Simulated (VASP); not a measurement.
Runs of VASP 6.6.1 on Au. The structure is that of space group P6_3/mmc (No. 194), or close to it. The cells are those of the table. 

| task | level | cell | k mesh for the DOS | occupations for the DOS | gap on the mesh (eV) | pressure (GPa) |
| --- | --- | --- | --- | --- | --- | --- |
| single point | PBE | a = 2.942, b = 2.942, c = 9.602 Å, angles 90.0, 90.0, 120.0°, 4 atoms | - | - | none | -0.2 |
| single point | PBE | a = 2.475, b = 2.475, c = 8.145 Å, angles 90.0, 90.0, 120.0°, 4 atoms | - | - | none | (a) |
| single point | PBE | a = 2.606, b = 2.606, c = 8.568 Å, angles 90.0, 90.0, 120.0°, 4 atoms | - | - | none | 136.9 |
| single point | RPBE | a = 2.606, b = 2.606, c = 8.568 Å, angles 90.0, 90.0, 120.0°, 4 atoms | - | - | none | 142.3 |

Alike in all rows: potentials or basis VASP PAW PBE potentials, release 64 (Au); no spin polarisation; k mesh 12 × 12 × 4; cutoff (eV) 520; smearing fermi-dirac 0.1 eV.

**Question.** Estimate the missing entries.

**Answer.** (a) 300.1.

Caveats: spin-orbit coupling is left out, which moves the levels of the heavy elements; the PAW data sets were made with another functional, which shifts forces and pressure a little (some runs).

A k mesh can miss the band edges, and the runs leave out spin-orbit coupling on Au.

A gap of «none» marks levels without a gap at the run's occupations.
